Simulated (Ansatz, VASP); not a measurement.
## Fe in VASP and in Ansatz

Contents of INCAR:

```
SYSTEM = Fe
  PREC = Accurate
  ENCUT = 520
  EDIFF = 1E-6
  ISMEAR = -1
  SIGMA = 0.08
  LREAL = .FALSE.
  LASPH = .TRUE.
  NELM = 60
  ALGO = Normal
  ISIF = 2
  LWAVE = .FALSE.
  LCHARG = .FALSE.
  GGA = PS
  NBANDS = 15
```

The input KPOINTS:

```
regular mesh
0
G
  17 17 10
  0 0 0
```

POSCAR

```
Fe
1.0
    2.4341575853      0.0000000000      0.0000000000
   -1.2170787927      2.1080423057      0.0000000000
    0.0000000000      0.0000000000      3.9187731594
Fe
2
Direct
    0.3333333333      0.6666666667      0.2500000000
    0.6666666667      0.3333333333      0.7500000000
```

Input for Ansatz:

```yaml
crystal:
  lattice:
    - [2.4341575853, 0.0, 0.0]
    - [-1.2170787927, 2.1080423057, 0.0]
    - [0.0, 0.0, 3.9187731594]
  atoms:
    - { symbol: Fe, position: [0.3333333333, 0.6666666667, 0.25] }
    - { symbol: Fe, position: [0.6666666667, 0.3333333333, 0.75] }
kpoints:
  mp_grid: { grid: [17, 17, 10] }
  band_path:
    path:
      - [0.0, 0.0, 0.0]
      - [0.5, 0.0, 0.0]
      - [0.3333333333, 0.3333333333, 0.0]
      - [0.0, 0.0, 0.0]
      - [0.0, 0.0, 0.5]
      - [0.5, 0.0, 0.5]
      - [0.3333333333, 0.3333333333, 0.5]
      - [0.0, 0.0, 0.5]
      - [0.5, 0.0, 0.5]
    npoints: 5
scf:
  occupations: { method: fermi_dirac, width: 0.08 }
hamiltonian:
  xc: pbesol
  pseudopotentials: { kind: all_electron, lapw: { basis_error: 0.00025 } }
output:
  forces: true
  stress: true
  eigenvalues: true
```

Change from the starting cell: zz strain of +2 %.

Alike in both runs: task single point; functional PBEsol; k mesh 17 × 17 × 10; occupations fermi-dirac, width 0.08 eV; no spin polarisation.

|  | VASP | Ansatz |
| --- | --- | --- |
| version | VASP 6.6.1 | Ansatz 0.2.0 |
| potentials or method | VASP PAW PBE potentials, release 64 (Fe), cutoff 520 eV | all-electron LAPW, scalar-relativistic |

|  | VASP | Ansatz | Ansatz less VASP |
| --- | --- | --- | --- |
| pressure (GPa) | -7.6 | -7.3 | +0.29 |
| traceless stress, the component that is largest in VASP (GPa) | -5.58 | -5.66 | -0.075 |

VASP's potentials were made for PBE, not for PBEsol. Ansatz ran all-electron here, and VASP with PAW potentials.
